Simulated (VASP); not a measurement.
# LiCl (Fm-3m) in VASP: notebook

LiCl is run at these levels: HSE06, PBE0; tasks: single point.

Everything below comes from runs of VASP 6.6.1. Logs are shortened: lines on timing, memory, paths and dates and some standing lists are left out, and cuts for length are marked.

**1. The cell of the first run**

The structure is cubic, space group Fm-3m (No. 225). Conventional cell: a = 5.112 Å, b = 5.112 Å, c = 5.112 Å, α = 90.00°, β = 90.00°, γ = 90.00°. Within 3.4 Å of Li (site symmetry m-3m) lie 6 Cl at 2.56 Å. Within 3.4 Å of Cl (site symmetry m-3m) lie 6 Li at 2.56 Å.

**2. Single point, HSE06**

File POSCAR:

```
LiCl
1.0
    0.0000000000      2.5560252091      2.5560252091
    2.5560252091      0.0000000000      2.5560252091
    2.5560252091      2.5560252091      0.0000000000
Li Cl
1 1
Direct
    0.0000000000      0.0000000000      0.0000000000
    0.5000000000      0.5000000000      0.5000000000
```

File INCAR.step1:

```
SYSTEM = LiCl
ALGO     = Normal         ! electronic algorithm
EDIFF    = 1E-5           ! SCF threshold, eV
ENCUT    = 520            ! plane-wave cutoff, eV
GGA      = PE             ! functional
ISIF     = 2              ! what is computed and relaxed
ISMEAR   = 0              ! smearing method
LASPH    = .True.         ! aspherical terms in the spheres
LCHARG   = .False.        ! write CHGCAR
LREAL    = .False.        ! projectors in reciprocal space
LWAVE    = .True.         ! write WAVECAR
NBANDS   = 12             ! bands
NELM     = 60             ! most SCF steps
PREC     = Accurate       ! precision mode
SIGMA    = 0.01           ! smearing width, eV
```

File INCAR.step2:

```
SYSTEM = LiCl
ALGO     = Normal         ! electronic algorithm
EDIFF    = 1E-6           ! SCF threshold, eV
ENCUT    = 520            ! plane-wave cutoff, eV
GGA      = PE             ! functional
HFSCREEN = 0.2079         ! screening, 1/A
ISIF     = 2              ! what is computed and relaxed
ISMEAR   = 0              ! smearing method
ISTART   = 1            
LASPH    = .True.         ! aspherical terms in the spheres
LCHARG   = .False.        ! write CHGCAR
LHFCALC  = .True.         ! exact exchange
LREAL    = .False.        ! projectors in reciprocal space
LWAVE    = .False.        ! write WAVECAR
NBANDS   = 12             ! bands
NELM     = 60             ! most SCF steps
PREC     = Accurate       ! precision mode
PRECFOCK = Normal       
SIGMA    = 0.01           ! smearing width, eV
```

File KPOINTS:

```
k-points
0
Gamma
  6 6 6
  0 0 0
```

Potentials or basis: VASP PAW PBE potentials, release 64 (Li_sv, Cl).

The run is started by

```
$ cat potpaw_PBE.64/Li_sv/POTCAR potpaw_PBE.64/Cl/POTCAR > POTCAR
$ cp INCAR.step1 INCAR
$ mpirun -np 1 vasp_std > vasp.out
$ cp INCAR.step2 INCAR
$ mpirun -np 1 vasp_std > vasp.out
```

OUTCAR:

```text
SYSTEM = LiCl
   EDIFF = 1E-6
   ENCUT = 520
   GGA = PE
   HFSCREEN = 0.2079
   ISIF = 2
   ISMEAR = 0
   ISTART = 1
   LASPH = .True.
   LHFCALC = .True.
   LREAL = .False.
   NELM = 60
   PREC = Accurate
   PRECFOCK = Normal

 ion  position               nearest neighbor table
   1  0.000  0.000  0.000-   2 2.56   2 2.56   2 2.56   2 2.56   2 2.56   2 2.56
   2  0.500  0.500  0.500-   1 2.56   1 2.56   1 2.56   1 2.56   1 2.56   1 2.56

  LATTYP: Found a face centered cubic cell.
 ALAT       =     5.1120504182

  Lattice vectors:

 A1 = (   0.0000000000,   2.5560252091,   2.5560252091)
 A2 = (   2.5560252091,   0.0000000000,   2.5560252091)
 A3 = (   2.5560252091,   2.5560252091,   0.0000000000)

Analysis of symmetry for initial positions (statically):
=====================================================================
 Subroutine PRICEL returns:
 Original cell was already a primitive cell.

 Routine SETGRP: Setting up the symmetry group for a
 face centered cubic supercell.

 Subroutine GETGRP returns: Found 48 space group operations
 (whereof 48 operations were pure point group operations)
 out of a pool of 48 trial point group operations.

The static configuration has the point symmetry O_h .

Analysis of symmetry for dynamics (positions and initial velocities):
=====================================================================
 Subroutine PRICEL returns:
 Original cell was already a primitive cell.

 Routine SETGRP: Setting up the symmetry group for a
 face centered cubic supercell.

 Subroutine GETGRP returns: Found 48 space group operations
 (whereof 48 operations were pure point group operations)
 out of a pool of 48 trial point group operations.

The dynamic configuration has the point symmetry O_h .

 Subroutine INISYM returns: Found 48 space group operations
 (whereof 48 operations are pure point group operations),
 and found     1 'primitive' translations

----------------------------------------------------------------------------------------

                                     Primitive cell

  volume of cell :      33.3984

  direct lattice vectors                    reciprocal lattice vectors
     0.000000000  2.556025209  2.556025209    -0.195616224  0.195616224  0.195616224
     2.556025209  0.000000000  2.556025209     0.195616224 -0.195616224  0.195616224
     2.556025209  2.556025209  0.000000000     0.195616224  0.195616224 -0.195616224

  length of vectors
     3.614765516  3.614765516  3.614765516     0.338817239  0.338817239  0.338817239

  position of ions in fractional coordinates (direct lattice)
     0.000000000  0.000000000  0.000000000
     0.500000000  0.500000000  0.500000000

  ion indices of the primitive-cell ions
   primitive index   ion index
                 1           1
                 2           2

----------------------------------------------------------------------------------------

 KPOINTS: k-points

Automatic generation of k-mesh.
 Grid dimensions read from file:
 generate k-points for:    6    6    6

 Generating k-lattice:

  Cartesian coordinates                     Fractional coordinates (reciprocal lattice)
    -0.032602704  0.032602704  0.032602704     0.166666667  0.000000000  0.000000000
     0.032602704 -0.032602704  0.032602704     0.000000000  0.166666667  0.000000000
     0.032602704  0.032602704 -0.032602704     0.000000000  0.000000000  0.166666667

  Length of vectors
     0.056469540  0.056469540  0.056469540

  Shift w.r.t. Gamma in fractional coordinates (k-lattice)
     0.000000000  0.000000000  0.000000000

 Subroutine IBZKPT returns following result:
 ===========================================

 Found     16 irreducible k-points:

 Following reciprocal coordinates:
            Coordinates               Weight
  0.000000  0.000000  0.000000      1.000000
  0.166667  0.000000  0.000000      8.000000
  0.333333  0.000000  0.000000      8.000000
  0.500000  0.000000  0.000000      4.000000
  0.166667  0.166667  0.000000      6.000000
  0.333333  0.166667  0.000000     24.000000
[... 8 lines left out ...]
 -0.333333  0.333333  0.166667     24.000000
 -0.333333  0.500000  0.166667     12.000000
   k-points           NKPTS =     16   k-points in BZ     NKDIM =    216   number of bands    NBANDS=     12
   number of dos      NEDOS =    301   number of ions     NIONS =      2
   total plane-waves  NPLWV =  21952
   dimension x,y,z NGX =    28 NGY =   28 NGZ =   28
   dimension x,y,z NGXF=    56 NGYF=   56 NGZF=   56
   ions per type =               1   1
   NGX,Y,Z   is equivalent  to a cutoff of  12.88, 12.88, 12.88 a.u.
   NGXF,Y,Z  is equivalent  to a cutoff of  25.75, 25.75, 25.75 a.u.
 SYSTEM =  LiCl
   PREC   = accura    normal or accurate (medium, high low for compatibility)
   ISTART =      1    job   : 0-new  1-cont  2-samecut
   ICHARG =      0    charge: 1-file 2-atom 10-const
   ISPIN  =      1    spin polarized calculation?
   LNONCOLLINEAR =      F non collinear calculations
   LSORBIT =      F    spin-orbit coupling
   LASPH  =      T    aspherical Exc in radial PAW
   ENCUT  =  520.0 eV  38.22 Ry    6.18 a.u.   6.72  6.72  6.72*2*pi/ulx,y,z
   NELM   =     60;   NELMIN=  2; NELMDL=  0     # of ELM steps
   EDIFF  = 0.1E-05   stopping-criterion for ELM
   LREAL  =      F    real-space projection
   EDIFFG = 0.1E-04   stopping-criterion for IOM
   NSW    =      0    number of steps for IOM
   IBRION =     -1    ionic relax: 0-MD 1-quasi-New 2-CG
   NFREE  =      0    steps in history (QN), initial steepest desc. (CG)
   ISIF   =      2    stress and relaxation
   ISYM   =      3    0-nonsym 1-usesym 2-fastsym
   POTIM  = 0.5000    time-step for ionic-motion
   TEBEG  =    0.0;   TEEND  =   0.0 temperature during run
   PSTRESS=    0.0 pullay stress
   NELECT =      10.0000    total number of electrons
   NUPDOWN=      -1.0000    fix difference up-down
   EMIN   =  10.00;   EMAX   =-10.00  energy-range for DOS
   EFERMI =   0.00;   METHOD = LEGACY
   ISMEAR =     0;   SIGMA  =   0.01  broadening in eV -4-tet -1-fermi 0-gaus
   EFERMI_NEDOS =   21; number of points for ismear=-14 and -15
   IALGO  =     38    algorithm
   IMIX   =      1    mixing-type and parameters
     AMIX     =   0.40;   BMIX     =  1.00
     AMIX_MAG =   1.60;   BMIX_MAG =  1.00
  volume/ion in A,a.u.               =      16.70       112.69
  Fermi-wavevector in a.u.,A,eV,Ry     =   1.095216  2.069658 16.320156  1.199498
  Thomas-Fermi vector in A             =   2.231535
   LORBIT       =      0    0 simple, 1 ext, 2 COOP (PROOUT), +10 PAW based schemes
   GGA     = PE    functional components
   LHFCALC =     T    Hartree Fock is set to
   PRECFOCK=normal    Normal, Fast or Accurate (Low or Medium for compatibility)
   ENCUT4O =  -1.0   cutoff for four orbital integrals eV
   NKREDX  =     1    reduce k-point grid by
   NKREDY  =     1    reduce k-point grid by
   NKREDZ  =     1    reduce k-point grid by
   AEXX    =    0.2500 exact exchange contribution
   HFSCREEN=    0.2079 screening length (either q_TF or 0.3 A-1)
   HFSCREENC=   0.2079 screening length for correlation (either q_TF or 0.3 A-1)
   ENCUTFOCK=  -1.0 apply spherical cutoff to Coloumb kernel
   IVDW    =     0    specifies the selected vdW correction
   LEPSILON=     F    determine dielectric tensor
   LRPA    =     F    only Hartree local field effects (RPA)
 non-spin polarized calculation
 Gauss-broadening in eV      SIGMA  =   0.01
  energy-cutoff  :      520.00
  volume of cell :       33.40
 maximum number of plane-waves:       934
  NGX = 24; NGY = 24; NGZ = 24

 number of electron      10.0000003 magnetization

 Free energy of the ion-electron system (eV)
  ---------------------------------------------------
  ext. energy  EPLUGINS =         0.00000000
  ---------------------------------------------------
  free energy    TOTEN  =        -8.45942718 eV

  energy without entropy =       -8.45942718  energy(sigma->0) =       -8.45942718

 E-fermi :  -0.1767     XC(G=0):  -7.2962

 val. band max:       -0.3042432031   @ k =   0.0000   0.0000   0.0000
 cond. band min:       7.4896323032   @ k =   0.0000   0.0000   0.0000
 fundamental gap:      7.7938755063
 Fermi energy:        -0.1766631144

 k-point     1 :       0.0000    0.0000    0.0000
  band No.  band energies     occupation
      1     -46.5604      2.00000
      2     -15.0064      2.00000
      3      -0.3042      2.00000
      4      -0.3042      2.00000
      5      -0.3042      2.00000
      6       7.4896      0.00000
      7      13.1696      0.00000
      8      13.1696      0.00000
      9      13.1696      0.00000
     10      15.9833      0.00000
     11      15.9834      0.00000
     12      15.9883      0.00000

 k-point     2 :       0.1667    0.0000    0.0000
  band No.  band energies     occupation
      1     -46.5597      2.00000
      2     -14.8604      2.00000
      3      -1.2310      2.00000
      4      -0.3817      2.00000
      5      -0.3817      2.00000
      6       8.1968      0.00000
      7      12.1303      0.00000
      8      12.7778      0.00000
      9      12.7779      0.00000
     10      14.5273      0.00000
     11      14.5274      0.00000
     12      16.6068      0.00000

 k-point     3 :       0.3333    0.0000    0.0000
  band No.  band energies     occupation
      1     -46.5581      2.00000
      2     -14.5422      2.00000
      3      -2.7344      2.00000
      4      -0.5254      2.00000
      5      -0.5254      2.00000
      6       8.1686      0.00000
      7      11.2653      0.00000
      8      11.2653      0.00000
      9      13.1156      0.00000
     10      16.5173      0.00000
     11      16.5173      0.00000
     12      17.4161      0.00000
[... 166 lines left out ...]
 k-point    15 :      -0.3333    0.3333    0.1667
  band No.  band energies     occupation
      1     -46.5563      2.00000
      2     -14.1724      2.00000
      3      -2.8909      2.00000
      4      -2.1868      2.00000
      5      -1.1637      2.00000
      6      10.0972      0.00000
      7      10.5569      0.00000
      8      12.2595      0.00000
      9      12.4810      0.00000
     10      16.6467      0.00000
     11      17.5578      0.00000
     12      20.1141      0.00000

 k-point    16 :      -0.3333    0.5000    0.1667
  band No.  band energies     occupation
      1     -46.5560      2.00000
      2     -14.1014      2.00000
      3      -3.0627      2.00000
      4      -2.1067      2.00000
      5      -1.4768      2.00000
      6       9.9303      0.00000
      7      10.5243      0.00000
      8      12.6925      0.00000
      9      12.7946      0.00000
     10      16.4485      0.00000
     11      18.7888      0.00000
     12      20.3659      0.00000

------------------------ aborting loop because EDIFF is reached ----------------------------------------

  FORCE on cell =-STRESS in cart. coord.  units (eV):
  Direction    XX          YY          ZZ          XY          YZ          ZX
  --------------------------------------------------------------------------------------
  -------------------------------------------------------------------------------------
  Total       -0.0047077     -0.0047077     -0.0047077     -0.0000000      0.0000000     -0.0000000
  in kB       -0.2258342     -0.2258342     -0.2258342     -0.0000000      0.0000000     -0.0000000
  external PRESSURE =      -0.2258342 kB  Pullay stress =       0.0000000 kB

 VOLUME and BASIS-vectors are now :
 -----------------------------------------------------------------------------
  energy-cutoff  :      520.00
  volume of cell :       33.40
      direct lattice vectors                 reciprocal lattice vectors
     0.000000000  2.556025209  2.556025209    -0.195616224  0.195616224  0.195616224
     2.556025209  0.000000000  2.556025209     0.195616224 -0.195616224  0.195616224
     2.556025209  2.556025209  0.000000000     0.195616224  0.195616224 -0.195616224

 POSITION                                       TOTAL-FORCE (eV/Angst)
 -----------------------------------------------------------------------------------
      0.00000      0.00000      0.00000        -0.000000     -0.000000     -0.000000
      2.55603      2.55603      2.55603         0.000000      0.000000      0.000000
 -----------------------------------------------------------------------------------
    total drift:                                0.000000      0.000000      0.000000

  FREE ENERGIE OF THE ION-ELECTRON SYSTEM (eV)
  ---------------------------------------------------
  free  energy   TOTEN  =        -8.4594271758 eV

  energy  without entropy=       -8.4594271758  energy(sigma->0) =       -8.45942718
```

It took 19 min on 1 thread of Oxide Virtual Turin-like, shared host; peak memory 0.23 GiB.

Results:

* Free energy: -8.4594 eV
* Band gap on the k mesh: 7.79 eV, direct

Levels at points of the mesh, in eV from the valence-band top:
```
           k point  band 2  band 3  band 4  band 5  band 6  band 7  band 8  band 9
(0.00, 0.00, 0.00)  -14.70    0.00    0.00    0.00    7.79   13.47   13.47   13.47
(0.50, 0.00, 0.00)  -14.06   -3.09   -0.29   -0.29    8.13   11.00   11.00   14.83
(0.50, 0.50, 0.00)  -13.79   -3.16   -1.21   -1.21    9.32    9.61   14.23   15.94
```

Caveat: the cutoff is under 1.25 times the usual one of these potentials, so pressure, stress and relaxed cells hold a basis-set (Pulay) error; the PAW data sets were made with another functional, which shifts forces and pressure a little.

**3. Single point, PBE0**

POSCAR is that of step 2.

File INCAR.step1:

```
PREC = Accurate
ENCUT = 520
EDIFF = 1E-5
ISMEAR = 0
SIGMA = 0.01
LREAL = F
LASPH = T
NELM = 100
ALGO = Normal
ISIF = 2
LWAVE = T
NBANDS = 12
GGA = PE
```

File INCAR.step2:

```
PREC = Accurate
ENCUT = 520
EDIFF = 1E-7
ISMEAR = 0
SIGMA = 0.01
LREAL = F
LASPH = T
NELM = 100
ALGO = Normal
ISIF = 2
LWAVE = F
LCHARG = T
GGA = PE
LHFCALC = T
AEXX = 0.25
PRECFOCK = Normal
LELF = T
LVHAR = T
NBANDS = 12
ISTART = 1
```

File KPOINTS:

```
Automatic mesh
0
Gamma
  6 6 6
```

Potentials or basis: VASP PAW PBE potentials, release 64 (Li_sv, Cl).

The run is started by

```
$ cat potpaw_PBE.64/Li_sv/POTCAR potpaw_PBE.64/Cl/POTCAR > POTCAR
$ cp INCAR.step1 INCAR
$ mpirun -np 1 vasp_std > vasp.out
$ cp INCAR.step2 INCAR
$ mpirun -np 1 vasp_std > vasp.out
```

Run time: 26 min. Hardware: 1 thread of Oxide Virtual Turin-like, shared host; peak memory 0.13 GiB.

The run converged. Its results:

```yaml
Free_energy: -8.9862 eV
Band_gap_on_the_k_mesh: 8.52 eV, direct
```

Levels at points of the mesh, in eV from the valence-band top:
| k point | band 2 | band 3 | band 4 | band 5 | band 6 | band 7 | band 8 | band 9 |
| --- | --- | --- | --- | --- | --- | --- | --- | --- |
| (0.00, 0.00, 0.00) | -14.74 | 0.00 | 0.00 | 0.00 | 8.52 | 14.24 | 14.24 | 14.24 |
| (0.50, 0.00, 0.00) | -14.10 | -3.13 | -0.29 | -0.29 | 8.87 | 11.77 | 11.77 | 15.59 |
| (0.50, 0.50, 0.00) | -13.82 | -3.20 | -1.22 | -1.22 | 10.08 | 10.35 | 15.00 | 16.71 |

Caveat: the cutoff is under 1.25 times the usual one of these potentials, so pressure, stress and relaxed cells hold a basis-set (Pulay) error; the PAW data sets were made with another functional, which shifts forces and pressure a little.
